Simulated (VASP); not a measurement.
# AlRu (RuAl (Pm-3m)) (Pm-3m) in VASP: a series of runs

The runs below take AlRu (RuAl (Pm-3m)) through single point, relaxation of cell and atoms, with PBE.

Everything below comes from runs of VASP 6.6.1. Logs are shortened: lines on timing, memory, paths and dates and some standing lists are left out, and cuts for length are marked.

**1. The cell of the first run**

It takes space group Pm-3m (No. 221, cubic). Conventional cell: a = 3.003 Å, b = 3.003 Å, c = 3.003 Å, α = 90.00°, β = 90.00°, γ = 90.00°. Al (site symmetry m-3m) has 8 Ru at 2.60 Å and 6 Al at 3.00 Å within 3.4 Å. Within 3.4 Å of Ru (site symmetry m-3m) lie 8 Al at 2.60 Å and 6 Ru at 3.00 Å.

**2. Single point, PBE**

Input file INCAR:

```
ALGO = Normal
EDIFF = 1E-6
ENCUT = 520
GGA = PE
ISIF = 2
ISMEAR = 1
LASPH = True
LCHARG = False
LREAL = False
LWAVE = False
NBANDS = 16
NELM = 80
PREC = Accurate
SIGMA = 0.1
```

Input file KPOINTS:

```
k-points
0
Gamma
  13 13 13
```

Input file POSCAR:

```
AlRu
1.0
    3.0034414117      0.0000000000      0.0000000000
    0.0000000000      3.0034414117      0.0000000000
    0.0000000000      0.0000000000      3.0034414117
Al Ru
1 1
Direct
    0.0000000000      0.0000000000      0.0000000000
    0.5000000000      0.5000000000      0.5000000000
```

Potentials or basis: VASP PAW PBE potentials, release 64 (Al, Ru_pv).

Started as:

```console
$ cat potpaw_PBE.64/Al/POTCAR potpaw_PBE.64/Ru_pv/POTCAR > POTCAR
$ mpirun -np 1 vasp_std > vasp.out
```

OUTCAR:

```text
EDIFF = 1E-6
   ENCUT = 520
   GGA = PE
   ISIF = 2
   ISMEAR = 1
   LASPH = True
   LREAL = False
   NELM = 80
   PREC = Accurate

 ion  position               nearest neighbor table
   1  0.000  0.000  0.000-   2 2.60   2 2.60   2 2.60   2 2.60   2 2.60   2 2.60   2 2.60   2 2.60

   2  0.500  0.500  0.500-   1 2.60   1 2.60   1 2.60   1 2.60   1 2.60   1 2.60   1 2.60   1 2.60

  LATTYP: Found a simple cubic cell.
 ALAT       =     3.0034414117

  Lattice vectors:

 A1 = (   3.0034414117,   0.0000000000,   0.0000000000)
 A2 = (   0.0000000000,   3.0034414117,   0.0000000000)
 A3 = (   0.0000000000,   0.0000000000,   3.0034414117)

Analysis of symmetry for initial positions (statically):
=====================================================================
 Subroutine PRICEL returns:
 Original cell was already a primitive cell.

 Routine SETGRP: Setting up the symmetry group for a
 simple cubic supercell.

 Subroutine GETGRP returns: Found 48 space group operations
 (whereof 48 operations were pure point group operations)
 out of a pool of 48 trial point group operations.

The static configuration has the point symmetry O_h .

Analysis of symmetry for dynamics (positions and initial velocities):
=====================================================================
 Subroutine PRICEL returns:
 Original cell was already a primitive cell.

 Routine SETGRP: Setting up the symmetry group for a
 simple cubic supercell.

 Subroutine GETGRP returns: Found 48 space group operations
 (whereof 48 operations were pure point group operations)
 out of a pool of 48 trial point group operations.

The dynamic configuration has the point symmetry O_h .

 Subroutine INISYM returns: Found 48 space group operations
 (whereof 48 operations are pure point group operations),
 and found     1 'primitive' translations

----------------------------------------------------------------------------------------

                                     Primitive cell

  volume of cell :      27.0930

  direct lattice vectors                    reciprocal lattice vectors
     3.003441412  0.000000000  0.000000000     0.332951392  0.000000000  0.000000000
     0.000000000  3.003441412  0.000000000     0.000000000  0.332951392  0.000000000
     0.000000000  0.000000000  3.003441412     0.000000000  0.000000000  0.332951392

  length of vectors
     3.003441412  3.003441412  3.003441412     0.332951392  0.332951392  0.332951392

  position of ions in fractional coordinates (direct lattice)
     0.000000000  0.000000000  0.000000000
     0.500000000  0.500000000  0.500000000

  ion indices of the primitive-cell ions
   primitive index   ion index
                 1           1
                 2           2

----------------------------------------------------------------------------------------

 KPOINTS: k-points

Automatic generation of k-mesh.
 Grid dimensions read from file:
 generate k-points for:   13   13   13

 Generating k-lattice:

  Cartesian coordinates                     Fractional coordinates (reciprocal lattice)
     0.025611646  0.000000000  0.000000000     0.076923077  0.000000000  0.000000000
     0.000000000  0.025611646  0.000000000     0.000000000  0.076923077  0.000000000
     0.000000000  0.000000000  0.025611646     0.000000000  0.000000000  0.076923077

  Length of vectors
     0.025611646  0.025611646  0.025611646

  Shift w.r.t. Gamma in fractional coordinates (k-lattice)
     0.000000000  0.000000000  0.000000000

 Subroutine IBZKPT returns following result:
 ===========================================

 Found     84 irreducible k-points:

 Following reciprocal coordinates:
            Coordinates               Weight
  0.000000  0.000000  0.000000      1.000000
  0.076923  0.000000  0.000000      6.000000
  0.153846  0.000000  0.000000      6.000000
  0.230769  0.000000  0.000000      6.000000
  0.307692  0.000000  0.000000      6.000000
  0.384615  0.000000  0.000000      6.000000
[... 16 lines left out ...]
  0.307692  0.307692  0.000000     12.000000
  0.384615  0.307692  0.000000     24.000000
 [... further k-points ...]
   k-points           NKPTS =     84   k-points in BZ     NKDIM =     84   number of bands    NBANDS=     16
   number of dos      NEDOS =    301   number of ions     NIONS =      2
   total plane-waves  NPLWV =  13824
   dimension x,y,z NGX =    24 NGY =   24 NGZ =   24
   dimension x,y,z NGXF=    48 NGYF=   48 NGZF=   48
   ions per type =               1   1
   NGX,Y,Z   is equivalent  to a cutoff of  13.28, 13.28, 13.28 a.u.
   NGXF,Y,Z  is equivalent  to a cutoff of  26.57, 26.57, 26.57 a.u.
 SYSTEM =  unknown system
   PREC   = accura    normal or accurate (medium, high low for compatibility)
   ISTART =      0    job   : 0-new  1-cont  2-samecut
   ICHARG =      2    charge: 1-file 2-atom 10-const
   ISPIN  =      1    spin polarized calculation?
   LNONCOLLINEAR =      F non collinear calculations
   LSORBIT =      F    spin-orbit coupling
   LASPH  =      T    aspherical Exc in radial PAW
   ENCUT  =  520.0 eV  38.22 Ry    6.18 a.u.   5.58  5.58  5.58*2*pi/ulx,y,z
   NELM   =     80;   NELMIN=  2; NELMDL= -5     # of ELM steps
   EDIFF  = 0.1E-05   stopping-criterion for ELM
   LREAL  =      F    real-space projection
   EDIFFG = 0.1E-04   stopping-criterion for IOM
   NSW    =      0    number of steps for IOM
   IBRION =     -1    ionic relax: 0-MD 1-quasi-New 2-CG
   NFREE  =      0    steps in history (QN), initial steepest desc. (CG)
   ISIF   =      2    stress and relaxation
   ISYM   =      2    0-nonsym 1-usesym 2-fastsym
   POTIM  = 0.5000    time-step for ionic-motion
   TEBEG  =    0.0;   TEEND  =   0.0 temperature during run
   PSTRESS=    0.0 pullay stress
   NELECT =      17.0000    total number of electrons
   NUPDOWN=      -1.0000    fix difference up-down
   EMIN   =  10.00;   EMAX   =-10.00  energy-range for DOS
   EFERMI =   0.00;   METHOD = LEGACY
   ISMEAR =     1;   SIGMA  =   0.10  broadening in eV -4-tet -1-fermi 0-gaus
   EFERMI_NEDOS =   21; number of points for ismear=-14 and -15
   IALGO  =     38    algorithm
   IMIX   =      4    mixing-type and parameters
     AMIX     =   0.40;   BMIX     =  1.00
     AMIX_MAG =   1.60;   BMIX_MAG =  1.00
  volume/ion in A,a.u.               =      13.55        91.42
  Fermi-wavevector in a.u.,A,eV,Ry     =   1.401539  2.648525 26.726096  1.964313
  Thomas-Fermi vector in A             =   2.524391
   LORBIT       =      0    0 simple, 1 ext, 2 COOP (PROOUT), +10 PAW based schemes
   GGA     = PE    functional components
   LHFCALC =     F    Hartree Fock is set to
   AEXX    =    0.0000 exact exchange contribution
   IVDW    =     0    specifies the selected vdW correction
   LEPSILON=     F    determine dielectric tensor
   LRPA    =     F    only Hartree local field effects (RPA)
 non-spin polarized calculation
 Methfessel and Paxton  Order N= 1 SIGMA  =   0.10
  energy-cutoff  :      520.00
  volume of cell :       27.09
 maximum number of plane-waves:       740
 NGX is ok and might be reduce to    24
   NGX = 11   NGY = 11   NGZ = 11

 number of electron      16.9999996 magnetization

 Free energy of the ion-electron system (eV)
  ---------------------------------------------------
  ext. energy  EPLUGINS =         0.00000000
  ---------------------------------------------------
  free energy    TOTEN  =       -14.26310788 eV

  energy without entropy =      -14.26389497  energy(sigma->0) =      -14.26337024

 E-fermi :  10.5849     XC(G=0): -12.5046

 val. band max:       10.5710760741   @ k =   0.4615   0.1538   0.0000
 cond. band min:      10.5886159048   @ k =   0.2308   0.0769   0.0769
 fundamental gap:      0.0175398307
 Fermi energy:        10.5848596092

 k-point     1 :       0.0000    0.0000    0.0000
  band No.  band energies     occupation
      1     -31.2021      2.00000
      2     -31.2021      2.00000
      3     -31.2021      2.00000
      4       0.9450      2.00000
      5       7.0525      2.00000
      6       7.0525      2.00000
[... 8 lines left out ...]
     15      22.6952      0.00000
     16      25.4343      0.00000

 k-point     2 :       0.0769    0.0000    0.0000
  band No.  band energies     occupation
      1     -31.2137      2.00000
      2     -31.2012      2.00000
      3     -31.2012      2.00000
      4       1.0575      2.00000
      5       7.0904      2.00000
      6       7.0919      2.00000
[... 8 lines left out ...]
     15      22.6955      0.00000
     16      25.7941      0.00000

 k-point     3 :       0.1538    0.0000    0.0000
  band No.  band energies     occupation
      1     -31.2458      2.00000
      2     -31.1985      2.00000
      3     -31.1985      2.00000
      4       1.3894      2.00000
      5       7.1663      2.00000
      6       7.2040      2.00000
[... 8 lines left out ...]
     15      22.7010      0.00000
     16      26.9334      0.00000

 k-point     4 :       0.2308    0.0000    0.0000
  band No.  band energies     occupation
      1     -31.2907      2.00000
      2     -31.1946      2.00000
      3     -31.1946      2.00000
      4       1.9237      2.00000
      5       7.1616      2.00000
      6       7.3704      2.00000
[... 8 lines left out ...]
     15      23.1447      0.00000
     16      27.2614      0.00000
[... 324 lines left out ...]
 k-point    22 :       0.4615    0.2308    0.0000
  band No.  band energies     occupation
      1     -31.3881      2.00000
      2     -31.2703      2.00000
      3     -31.1777      2.00000
      4       4.7500      2.00000
      5       5.9241      2.00000
      6       8.3309      2.00000
[... 8 lines left out ...]
     15      22.6967      0.00000
     16      23.9065      0.00000

 k-point    23 :       0.3077    0.3077    0.0000
  band No.  band energies     occupation
      1     -31.3248      2.00000
      2     -31.3208      2.00000
      3     -31.1789      2.00000
      4       3.9065      2.00000
      5       6.8572      2.00000
      6       8.2464      2.00000
[... 8 lines left out ...]
     15      23.1488      0.00000
     16      25.2235      0.00000

 k-point    24 :       0.3846    0.3077    0.0000
  band No.  band energies     occupation
      1     -31.3608      2.00000
      2     -31.3183      2.00000
      3     -31.1755      2.00000
      4       4.3899      2.00000
      5       6.6428      2.00000
      6       8.4829      2.00000
[... 8 lines left out ...]
     15      22.7715      0.00000
     16      25.1986      0.00000

 [... further k-points ...]

------------------------ aborting loop because EDIFF is reached ----------------------------------------

  FORCE on cell =-STRESS in cart. coord.  units (eV):
  Direction    XX          YY          ZZ          XY          YZ          ZX
  --------------------------------------------------------------------------------------
  -------------------------------------------------------------------------------------
  Total       -0.0040574     -0.0040574     -0.0040574      0.0000000     -0.0000000      0.0000000
  in kB       -0.2399385     -0.2399385     -0.2399385      0.0000000     -0.0000000      0.0000000
  external PRESSURE =      -0.2399385 kB  Pullay stress =       0.0000000 kB

 VOLUME and BASIS-vectors are now :
 -----------------------------------------------------------------------------
  energy-cutoff  :      520.00
  volume of cell :       27.09
      direct lattice vectors                 reciprocal lattice vectors
     3.003441412  0.000000000  0.000000000     0.332951392  0.000000000  0.000000000
     0.000000000  3.003441412  0.000000000     0.000000000  0.332951392  0.000000000
     0.000000000  0.000000000  3.003441412     0.000000000  0.000000000  0.332951392

 POSITION                                       TOTAL-FORCE (eV/Angst)
 -----------------------------------------------------------------------------------
      0.00000      0.00000      0.00000         0.000000      0.000000      0.000000
      1.50172      1.50172      1.50172         0.000000      0.000000      0.000000
 -----------------------------------------------------------------------------------
    total drift:                                0.000000     -0.000000     -0.000000

  FREE ENERGIE OF THE ION-ELECTRON SYSTEM (eV)
  ---------------------------------------------------
  free  energy   TOTEN  =       -14.2631078819 eV

  energy  without entropy=      -14.2638949684  energy(sigma->0) =      -14.26337024
```

Wall time 38 s (1 thread of AMD EPYC 7R43 (Zen 3), shared host); peak memory 0.11 GiB.

What came out:

```yaml
Free_energy: -14.2631 eV
Pressure: 0.0 GPa
```

[end of part 1 of 2]
